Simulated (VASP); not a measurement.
GaN: relaxation of the atoms with PBE

Crystal: GaN.

```
CELL_PARAMETERS angstrom
3.16987 0.00000 0.00000
-1.58493 2.74518 0.00000
0.00000 0.00000 5.18500
ATOMIC_POSITIONS crystal
Ga 0.33333 0.66667 0.00000
Ga 0.66667 0.33333 0.50000
N 0.33333 0.66667 0.37700
N 0.66667 0.33333 0.87700
```

```yaml
Program: VASP 6.6.1
Task: relaxation of the atoms
Functional: PBE
Potentials_or_basis: VASP PAW PBE potentials, release 64 (Ga_d, N)
Cutoff: 520 eV
k_mesh: 8 × 8 × 5
Occupations: gaussian, width 0.05 eV
Spin: no spin polarisation
Dipole_correction: no
Further_INCAR_settings: ALGO = Normal; EDIFF = 1e-06; IBRION = 2; EDIFFG = -0.003; NSW = 80
```

```
Energy gained by relaxing : 0.1 meV/atom
Ionic steps               : 3
Pressure after relaxing   : 7.9 GPa
Band gap on the k mesh    : 1.98 eV
```

Stress tensor (GPa, compression positive):
```
8.23 0.00 0.00
0.00 8.23 0.00
0.00 0.00 7.13
```

Step by step:
| step | energy change (eV) | largest force (eV/Å) | pressure (GPa) |
| --- | --- | --- | --- |
| 1 | 0.0000 | 0.0682 | 7.87 |
| 2 | -0.0004 | 0.0105 | 7.86 |
| 3 | -0.0004 | 0.0009 | 7.87 |

Final structure:
```
Ga N
1.0
     3.16987    0.00000    0.00000
    -1.58493    2.74518    0.00000
     0.00000    0.00000    5.18500
Ga N
2 2
Direct
  0.33333 0.66667 0.00055
  0.66667 0.33333 0.50055
  0.33333 0.66667 0.37645
  0.66667 0.33333 0.87645
```

Levels at points of the mesh, in eV from the valence-band top:
| k point | band 14 | band 15 | band 16 | band 17 | band 18 | band 19 | band 20 | band 21 | band 22 |
| --- | --- | --- | --- | --- | --- | --- | --- | --- | --- |
| (0.00, 0.00, 0.00) | -1.04 | -1.04 | -0.07 | 0.00 | 0.00 | 1.98 | 4.37 | 9.22 | 10.00 |
| (0.50, 0.00, 0.00) | -5.35 | -4.27 | -2.77 | -2.25 | -1.02 | 5.12 | 5.62 | 6.04 | 8.67 |

Wall time 25 s on 1 thread of Intel(R) Xeon(R) Platinum 8559C (Emerald Rapids) (shared host), peak memory 0.16 GiB.
